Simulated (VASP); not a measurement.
# W (Im-3m) in VASP: a series of runs, part 2 of 2

VASP 6.6.1. The steps go on from the part before.

### Step 3. Single point, LDA

This run uses another cell than the first one, of 15.85 Å³/atom, 0.870 times its volume.

INCAR

```
  PREC = Accurate
  ENCUT = 520
  EDIFF = 1E-6
  ISMEAR = -1
  SIGMA = 0.05
  LREAL = F
  LASPH = T
  NELM = 100
  ALGO = Normal
  ISIF = 2
  LWAVE = F
  LCHARG = F
  NBANDS = 13
```

KPOINTS

```
Automatic mesh
0
Gamma
  7 7 7
```

POSCAR

```
W
1.0
   -1.5823450000      1.5823450000      1.5823450000
    1.5823450000     -1.5823450000      1.5823450000
    1.5823450000      1.5823450000     -1.5823450000
W
1
Direct
    0.0000000000      0.0000000000      0.0000000000
```

Potentials or basis: VASP PAW LDA potentials, release 64 (W_sv).

On the command line:

```sh
cat potpaw_LDA.64/W_sv/POTCAR > POTCAR
mpirun -np 1 vasp_std > vasp.out
```

OUTCAR:

```text
PREC = Accurate
   ENCUT = 520
   EDIFF = 1E-6
   ISMEAR = -1
   LREAL = F
   LASPH = T
   NELM = 100
   ISIF = 2

 ion  position               nearest neighbor table
   1  0.000  0.000  0.000-

  LATTYP: Found a body centered cubic cell.
 ALAT       =     3.1646900000

  Lattice vectors:

 A1 = (  -1.5823450000,   1.5823450000,   1.5823450000)
 A2 = (   1.5823450000,  -1.5823450000,   1.5823450000)
 A3 = (   1.5823450000,   1.5823450000,  -1.5823450000)

Analysis of symmetry for initial positions (statically):
=====================================================================
 Subroutine PRICEL returns:
 Original cell was already a primitive cell.

 Routine SETGRP: Setting up the symmetry group for a
 body centered cubic supercell.

 Subroutine GETGRP returns: Found 48 space group operations
 (whereof 48 operations were pure point group operations)
 out of a pool of 48 trial point group operations.

The static configuration has the point symmetry O_h .

Analysis of symmetry for dynamics (positions and initial velocities):
=====================================================================
 Subroutine PRICEL returns:
 Original cell was already a primitive cell.

 Routine SETGRP: Setting up the symmetry group for a
 body centered cubic supercell.

 Subroutine GETGRP returns: Found 48 space group operations
 (whereof 48 operations were pure point group operations)
 out of a pool of 48 trial point group operations.

The dynamic configuration has the point symmetry O_h .

 Subroutine INISYM returns: Found 48 space group operations
 (whereof 48 operations are pure point group operations),
 and found     1 'primitive' translations

----------------------------------------------------------------------------------------

                                     Primitive cell

  volume of cell :      15.8476

  direct lattice vectors                    reciprocal lattice vectors
    -1.582345000  1.582345000  1.582345000     0.000000000  0.315986716  0.315986716
     1.582345000 -1.582345000  1.582345000     0.315986716  0.000000000  0.315986716
     1.582345000  1.582345000 -1.582345000     0.315986716  0.315986716  0.000000000

  length of vectors
     2.740701935  2.740701935  2.740701935     0.446872699  0.446872699  0.446872699

  position of ions in fractional coordinates (direct lattice)
     0.000000000  0.000000000  0.000000000

  ion indices of the primitive-cell ions
   primitive index   ion index
                 1           1

----------------------------------------------------------------------------------------

 KPOINTS: Automatic mesh

Automatic generation of k-mesh.
 Grid dimensions read from file:
 generate k-points for:    7    7    7

 Generating k-lattice:

  Cartesian coordinates                     Fractional coordinates (reciprocal lattice)
     0.000000000  0.045140959  0.045140959     0.142857143  0.000000000  0.000000000
     0.045140959  0.000000000  0.045140959     0.000000000  0.142857143  0.000000000
     0.045140959  0.045140959  0.000000000     0.000000000  0.000000000  0.142857143

  Length of vectors
     0.063838957  0.063838957  0.063838957

  Shift w.r.t. Gamma in fractional coordinates (k-lattice)
     0.000000000  0.000000000  0.000000000

 Subroutine IBZKPT returns following result:
 ===========================================

 Found     20 irreducible k-points:

 Following reciprocal coordinates:
            Coordinates               Weight
  0.000000  0.000000  0.000000      1.000000
  0.142857  0.000000  0.000000     12.000000
  0.285714  0.000000  0.000000     12.000000
  0.428571  0.000000  0.000000     12.000000
  0.142857  0.142857  0.000000     24.000000
  0.285714  0.142857 -0.000000     48.000000
[... 12 lines left out ...]
 -0.428571 -0.428571  0.285714      8.000000
 -0.428571  0.428571  0.428571      6.000000
   k-points           NKPTS =     20   k-points in BZ     NKDIM =     20   number of bands    NBANDS=     13
   number of dos      NEDOS =    301   number of ions     NIONS =      1
   total plane-waves  NPLWV =   8000
   dimension x,y,z NGX =    20 NGY =   20 NGZ =   20
   dimension x,y,z NGXF=    40 NGYF=   40 NGZF=   40
   ions per type =               1
   NGX,Y,Z   is equivalent  to a cutoff of  12.13, 12.13, 12.13 a.u.
   NGXF,Y,Z  is equivalent  to a cutoff of  24.26, 24.26, 24.26 a.u.
 SYSTEM =  unknown system
   PREC   = accura    normal or accurate (medium, high low for compatibility)
   ISTART =      0    job   : 0-new  1-cont  2-samecut
   ICHARG =      2    charge: 1-file 2-atom 10-const
   ISPIN  =      1    spin polarized calculation?
   LNONCOLLINEAR =      F non collinear calculations
   LSORBIT =      F    spin-orbit coupling
   LASPH  =      T    aspherical Exc in radial PAW
   ENCUT  =  520.0 eV  38.22 Ry    6.18 a.u.   5.10  5.10  5.10*2*pi/ulx,y,z
   NELM   =    100;   NELMIN=  2; NELMDL= -5     # of ELM steps
   EDIFF  = 0.1E-05   stopping-criterion for ELM
   LREAL  =      F    real-space projection
   EDIFFG = 0.1E-04   stopping-criterion for IOM
   NSW    =      0    number of steps for IOM
   IBRION =     -1    ionic relax: 0-MD 1-quasi-New 2-CG
   NFREE  =      0    steps in history (QN), initial steepest desc. (CG)
   ISIF   =      2    stress and relaxation
   ISYM   =      2    0-nonsym 1-usesym 2-fastsym
   POTIM  = 0.5000    time-step for ionic-motion
   TEBEG  =    0.0;   TEEND  =   0.0 temperature during run
   PSTRESS=    0.0 pullay stress
   NELECT =      14.0000    total number of electrons
   NUPDOWN=      -1.0000    fix difference up-down
   EMIN   =  10.00;   EMAX   =-10.00  energy-range for DOS
   EFERMI =   0.00;   METHOD = LEGACY
   ISMEAR =    -1;   SIGMA  =   0.05  broadening in eV -4-tet -1-fermi 0-gaus
   EFERMI_NEDOS =   21; number of points for ismear=-14 and -15
   IALGO  =     38    algorithm
   IMIX   =      4    mixing-type and parameters
     AMIX     =   0.40;   BMIX     =  1.00
     AMIX_MAG =   1.60;   BMIX_MAG =  1.00
  volume/ion in A,a.u.               =      15.85       106.94
  Fermi-wavevector in a.u.,A,eV,Ry     =   1.570832  2.968442 33.572544  2.467512
  Thomas-Fermi vector in A             =   2.672506
   LORBIT       =      0    0 simple, 1 ext, 2 COOP (PROOUT), +10 PAW based schemes
   GGA     = CA    functional components
   LHFCALC =     F    Hartree Fock is set to
   AEXX    =    0.0000 exact exchange contribution
   IVDW    =     0    specifies the selected vdW correction
   LEPSILON=     F    determine dielectric tensor
   LRPA    =     F    only Hartree local field effects (RPA)
 non-spin polarized calculation
  energy-cutoff  :      520.00
  volume of cell :       15.85
 maximum number of plane-waves:       438
   NGX = 11   NGY = 11   NGZ = 11

 number of electron      14.0000003 magnetization

 Free energy of the ion-electron system (eV)
  ---------------------------------------------------
  ext. energy  EPLUGINS =         0.00000000
  ---------------------------------------------------
  free energy    TOTEN  =       -14.03255254 eV

  energy without entropy =      -14.02095898  energy(sigma->0) =      -14.02675576

 E-fermi :  11.4040     XC(G=0): -13.8293

 val. band max:       11.3239417631   @ k =  -0.4286  -0.4286   0.2857
 cond. band min:      11.4239134811   @ k =   0.4286   0.0000   0.0000
 fundamental gap:      0.0999717180
 Fermi energy:        11.4039902145

 k-point     1 :       0.0000    0.0000    0.0000
  band No.  band energies     occupation
      1     -62.4088      2.00000
      2     -26.2182      2.00000
      3     -26.2182      2.00000
      4     -26.2182      2.00000
      5       1.7727      2.00000
      6      10.0655      2.00000
      7      10.0655      2.00000
      8      10.0655      2.00000
      9      13.5152      0.00000
     10      13.5152      0.00000
     11      25.8963      0.00000
     12      25.8963      0.00000
     13      25.8963      0.00000
[... 289 lines left out ...]
 k-point    20 :      -0.4286    0.4286    0.4286
  band No.  band energies     occupation
      1     -62.1774      2.00000
      2     -27.1370      2.00000
      3     -27.0905      2.00000
      4     -27.0905      2.00000
      5       5.7285      2.00000
      6       5.8599      2.00000
      7      14.8516      0.00000
      8      14.8516      0.00000
      9      15.9928      0.00000
     10      18.2085      0.00000
     11      21.8454      0.00000
     12      21.8454      0.00000
     13      28.9243      0.00000

------------------------ aborting loop because EDIFF is reached ----------------------------------------

  FORCE on cell =-STRESS in cart. coord.  units (eV):
  Direction    XX          YY          ZZ          XY          YZ          ZX
  --------------------------------------------------------------------------------------
  -------------------------------------------------------------------------------------
  Total       -0.6566350     -0.6566350     -0.6566350      0.0000000     -0.0000000      0.0000000
  in kB      -66.3851710    -66.3851710    -66.3851710      0.0000000     -0.0000000      0.0000000
  external PRESSURE =     -66.3851710 kB  Pullay stress =       0.0000000 kB

 VOLUME and BASIS-vectors are now :
 -----------------------------------------------------------------------------
  energy-cutoff  :      520.00
  volume of cell :       15.85
      direct lattice vectors                 reciprocal lattice vectors
    -1.582345000  1.582345000  1.582345000     0.000000000  0.315986716  0.315986716
     1.582345000 -1.582345000  1.582345000     0.315986716  0.000000000  0.315986716
     1.582345000  1.582345000 -1.582345000     0.315986716  0.315986716  0.000000000

 POSITION                                       TOTAL-FORCE (eV/Angst)
 -----------------------------------------------------------------------------------
      0.00000      0.00000      0.00000         0.000000      0.000000     -0.000000
 -----------------------------------------------------------------------------------
    total drift:                                0.000000     -0.000000      0.000000

  FREE ENERGIE OF THE ION-ELECTRON SYSTEM (eV)
  ---------------------------------------------------
  free  energy   TOTEN  =       -14.0325525402 eV

  energy  without entropy=      -14.0209589808  energy(sigma->0) =      -14.02675576
```

stdout:

```text
POSCAR found type information on POSCAR W
 POSCAR found :  1 types and       1 ions
 scaLAPACK will be used
 LDA part: xc-table for (Slater(with rela. corr.)+CA(PZ))
 , standard interpolation
 POSCAR, INCAR and KPOINTS ok, starting setup
 FFT: planning ... GRIDC
 FFT: planning ... GRID_SOFT
 FFT: planning ... GRID
 WAVECAR not read
 entering main loop
```

Wall time 2 s (1 thread of Intel Xeon 6975P-C (Granite Rapids), shared host); peak memory 0.12 GiB.

What came out:

```yaml
Free_energy: -14.0326 eV
Pressure: -6.6 GPa
Band_gap_on_the_k_mesh: zero (band 7 reaches 14.85 eV, above the bottom of band 8 at 10.07 eV)
```

Levels at points of the mesh, in eV from the Fermi level:
```
           k point  band 5  band 6  band 7  band 8  band 9  band 10
(0.00, 0.00, 0.00)   -9.63   -1.34   -1.34   -1.34    2.11     2.11
```

Caveat: the k points lie up to 0.40 Å⁻¹ apart; spin-orbit coupling is left out, which moves the levels of the heavy elements.

### Step 4. Single point, PBEsol

This run uses another cell than the first one, of 15.85 Å³/atom, 0.870 times its volume.

INCAR

```
SYSTEM = W
PREC = Accurate
ENCUT = 520
EDIFF = 1E-7
ISMEAR = -1
SIGMA = 0.05
LREAL = .False.
LASPH = .True.
NELM = 80
ALGO = Normal
ISIF = 2
LWAVE = .False.
LCHARG = .True.
GGA = PS
LELF = .True.
LVHAR = .True.
NBANDS = 13
```

KPOINTS

```
Automatic mesh
0
Gamma
  7 7 7
  0 0 0
```

POSCAR is that of step 3.

Potentials or basis: VASP PAW PBE potentials, release 64 (W_sv).

On the command line:

```sh
cat potpaw_PBE.64/W_sv/POTCAR > POTCAR
mpirun -np 1 vasp_std > vasp.out
```

Wall time 2.6 s (1 thread of Intel Xeon 6975P-C (Granite Rapids), shared host); peak memory 0.12 GiB.

Results (log left out):

```yaml
Free_energy: -13.7387 eV
Pressure: -1.5 GPa
Band_gap_on_the_k_mesh: zero (band 7 reaches 14.80 eV, above the bottom of band 8 at 10.04 eV)
```

Levels at points of the mesh, in eV from the Fermi level:
| k point | band 3 | band 4 | band 5 | band 6 | band 7 | band 8 | band 9 | band 10 | band 11 | band 12 |
| --- | --- | --- | --- | --- | --- | --- | --- | --- | --- | --- |
| (0.00, 0.00, 0.00) | -37.76 | -37.76 | -9.71 | -1.29 | -1.29 | -1.29 | 2.18 | 2.18 | 14.49 | 14.49 |

Caveat: the k points lie up to 0.40 Å⁻¹ apart; the PAW data sets were made with another functional, which shifts forces and pressure a little; spin-orbit coupling is left out, which moves the levels of the heavy elements.

### Step 5. Overview

| level | potentials or basis | cell | k mesh | smearing | gap on the mesh (eV) | pressure (GPa) |
| --- | --- | --- | --- | --- | --- | --- |
| RPBE | VASP PAW PBE potentials, release 64 (W_sv) | a = 2.871 Å, angles 109.5°, 1 atom | 12 × 12 × 12 | tetrahedron | none | -25.1 |
| LDA | VASP PAW LDA potentials, release 64 (W_sv) | a = 2.741 Å, angles 109.5°, 1 atom | 7 × 7 × 7 | fermi-dirac 0.05 eV | none | -6.6 |
| PBEsol | VASP PAW PBE potentials, release 64 (W_sv) | a = 2.741 Å, angles 109.5°, 1 atom | 7 × 7 × 7 | fermi-dirac 0.05 eV | none | -1.5 |

Alike in all rows: task single point; no spin polarisation; cutoff (eV) 520.

Caveats: some runs use coarse meshes; spin-orbit coupling is left out, which moves the levels of the heavy elements; the PAW data sets were made with another functional, which shifts forces and pressure a little (some runs).

Total energies depend on the potentials used, so only differences within one code and one set of settings carry meaning.
